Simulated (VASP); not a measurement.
A run of VASP 6.6.1:

INCAR

```
PREC = Accurate ; ENCUT = 520
EDIFF = 1E-6 ; ISMEAR = 0
SIGMA = 0.1 ; LREAL = False
LASPH = True ; NELM = 80
ALGO = Normal ; ISIF = 2
LWAVE = False ; LCHARG = False
GGA = PE ; NBANDS = 14
```

The input KPOINTS:

```
Automatic mesh
0
Gamma
  15 15 8
```

Contents of POSCAR:

```
Na
1.0
    3.7452073206      0.0000000000      0.0000000000
   -1.8726036603      3.2434446821      0.0000000000
    0.0000000000      0.0000000000      6.1028012527
Na
2
Direct
    0.3333333333      0.6666666667      0.2500000000
    0.6666666667      0.3333333333      0.7500000000
```

Potentials or basis: VASP PAW PBE potentials, release 64 (Na_pv).

The run is started by

```bash
$ cat potpaw_PBE.64/Na_pv/POTCAR > POTCAR
$ mpirun -np 1 vasp_std > vasp.out
```

Hardware: 1 thread of Intel(R) Xeon(R) 6975P-C (Granite Rapids), with other jobs on the host.

Q: How long does it take, and how much memory?

A: It took 30 s on 1 thread of Intel(R) Xeon(R) 6975P-C (Granite Rapids), on a shared host, peak memory 0.24 GiB. Counts: scf iterations 9, k points 135.
